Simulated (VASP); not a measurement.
HfZrS4:

```
Zr Hf S
1.0
     5.81283    0.00000    0.00000
     0.00000    3.60694    0.00000
     0.00000    0.00000    6.24740
Zr Hf S
1 1 4
Cartesian
  0.0000 0.0000 0.0000
  0.0000 1.8035 3.1237
  4.3643 1.8035 1.0412
  4.3643 0.0000 4.1649
  1.4486 1.8035 5.2062
  1.4486 0.0000 2.0825
```

```yaml
Program: VASP 6.6.1
Task: relaxation of cell and atoms
Functional: PBE
Potentials_or_basis: VASP PAW PBE potentials, release 64 (Zr_sv, Hf_pv, S)
Cutoff: 600 eV
k_mesh: 4 × 6 × 4
Occupations: gaussian, width 0.1 eV
Spin: no spin polarisation
```

At the start: pressure 3.8 GPa; volume 21.83 Å³/atom.

Question: Where does the relaxation end?

Answer: Over 13 steps the energy falls by 23.5 meV/atom and the volume is 25.82 Å³/atom (+18.3 %); space group P2/m (No. 10, to 0.05 Å).

The path:
| step | energy change (eV) | largest force (eV/Å) | pressure (GPa) | volume (Å³) |
| --- | --- | --- | --- | --- |
| 1 | 0.0000 | 0.3043 | 3.79 | 130.99 |
| 2 | 0.0151 | 0.7577 | -3.63 | 141.02 |
| 3 | -0.0556 | 0.3357 | 0.03 | 135.57 |
| 4 | -0.0697 | 0.2314 | 0.06 | 136.39 |
| 5 | -0.0842 | 0.1724 | 0.17 | 138.45 |
| 6 | -0.0977 | 0.1428 | 0.11 | 139.83 |
| 7 | -0.1236 | 0.1042 | 0.06 | 143.95 |
| 8 | -0.1332 | 0.1573 | 0.38 | 152.09 |
| 9 | -0.1376 | 0.1816 | -0.41 | 155.54 |
| 10 | -0.1384 | 0.1459 | -0.19 | 154.56 |
| 11 | -0.1403 | 0.0469 | 0.18 | 154.40 |
| 12 | -0.1403 | 0.0470 | 0.17 | 154.41 |
| 13 | -0.1410 | 0.0113 | -0.03 | 154.94 |

Final structure:
```cif
data_structure
_symmetry_space_group_name_H-M 'P 1'
_symmetry_Int_Tables_number 1
_cell_length_a 6.6552
_cell_length_b 3.6694
_cell_length_c 6.3444
_cell_angle_alpha 90.000
_cell_angle_beta 89.954
_cell_angle_gamma 90.000
_cell_volume 154.94
loop_
_atom_site_label
_atom_site_type_symbol
_atom_site_fract_x
_atom_site_fract_y
_atom_site_fract_z
_atom_site_occupancy
Zr1 Zr 0.00000 0.00000 0.00000 1
Hf1 Hf 0.00000 0.50000 0.50000 1
S1 S 0.78254 0.50000 0.16946 1
S2 S 0.78303 0.00000 0.66391 1
S3 S 0.21746 0.50000 0.83054 1
S4 S 0.21697 0.00000 0.33609 1
```

Caveat: the volume moved by over 15 % at a fixed basis, so the end points are rough; this functional lacks dispersion, which binds the layers, so the pressure and a relaxed spacing across them are unreliable.
